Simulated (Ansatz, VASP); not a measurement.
## CdTe: VASP beside Ansatz

```
Cd Te
1.0
     0.00000    3.30947    3.30947
     3.30947    0.00000    3.30947
     3.30947    3.30947    0.00000
Cd Te
1 1
Direct
  0.00000 0.00000 0.00000
  0.25000 0.25000 0.25000
```

Alike in both runs: functional PBE; k mesh 8 × 8 × 8; occupations gaussian, width 0.02 eV; no spin polarisation.

Ansatz relaxed the structure, and its values are those at the end. VASP's run is a single point on that final structure, the one shown.

|  | VASP | Ansatz |
| --- | --- | --- |
| version | VASP 6.6.1 | Ansatz 0.2.0 |
| potentials or method | VASP PAW PBE potentials, release 64 (Cd, Te), cutoff 500 eV | scalar-relativistic, plane waves, PAW |
| valence electrons in the cell | 18 | 36 |

Ansatz gave:

| Quantity | Value |
| --- | --- |
| gap on the k mesh at the Fermi level (eV) | 0.58 |
| least direct gap on the mesh (eV) | 0.58 |
| pressure (GPa) | 0.0 |

**Question.** What did VASP give for the same quantities?

**Answer.** gap on the k mesh at the Fermi level (eV): 0.58; least direct gap on the mesh (eV): 0.58; pressure (GPa): 0.1.

VASP's potentials hold 18 valence electrons a cell and Ansatz's 36, so a difference there can come from the potentials and not from the codes.

Neither program's run includes spin-orbit coupling.
